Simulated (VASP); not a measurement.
Here is a VASP 6.6.1 calculation.

The input INCAR:

```
  PREC = Accurate
  ENCUT = 520
  EDIFF = 1E-7
  ISMEAR = 0
  SIGMA = 0.05
  LREAL = False
  LASPH = True
  NELM = 150
  ALGO = Normal
  ISIF = 2
  LWAVE = False
  LCHARG = False
  ISPIN = 2
  MAGMOM = 2 2 0 0
  LORBIT = 11
  LMAXMIX = 4
  LDAU = True
  LDAUTYPE = 2
  LDAUL = 2 -1
  LDAUU = 5.8 0
  LDAUJ = 0 0
  LDAUPRINT = 1
  GGA = PE
  NBANDS = 28
```

KPOINTS

```
regular mesh
0
Gamma
  8 8 8
```

File POSCAR:

```
NiO
1.0
    4.1800000000      2.0900000000      2.0900000000
    2.0900000000      4.1800000000      2.0900000000
    2.0900000000      2.0900000000      4.1800000000
Ni O
2 2
Direct
    0.2500000000      0.2500000000      0.2500000000
    0.7500000000      0.7500000000      0.7500000000
    0.0000000000      0.0000000000      0.0000000000
    0.5000000000      0.5000000000      0.5000000000
```

Potentials or basis: VASP PAW PBE potentials, release 64 (Ni, O).

Command:

```sh
$ cat potpaw_PBE.64/Ni/POTCAR potpaw_PBE.64/O/POTCAR > POTCAR
$ mpirun -np 1 vasp_std > vasp.out
```

Predict the pressure.

2.7 GPa.

Predict the band gap on the k mesh.

2.31 eV.

Predict the net moment.

4.00 μB per cell.

Estimate the site moments.

Ni +1.81; O +0.18 μB.

Eigenvalues of the final occupation matrices:
| site | spin | trace | eigenvalues |
| --- | --- | --- | --- |
| site 1 d | 1 | 5.02 | 0.98 0.98 0.98 1.04 1.04 |
| site 1 d | 2 | 3.23 | 0.14 0.14 0.98 0.98 0.98 |
| site 2 d | 1 | 5.02 | 0.98 0.98 0.98 1.04 1.04 |
| site 2 d | 2 | 3.23 | 0.14 0.14 0.98 0.98 0.98 |

A k mesh can miss the band edges. The state reached can hang on the start; a lower one may exist.
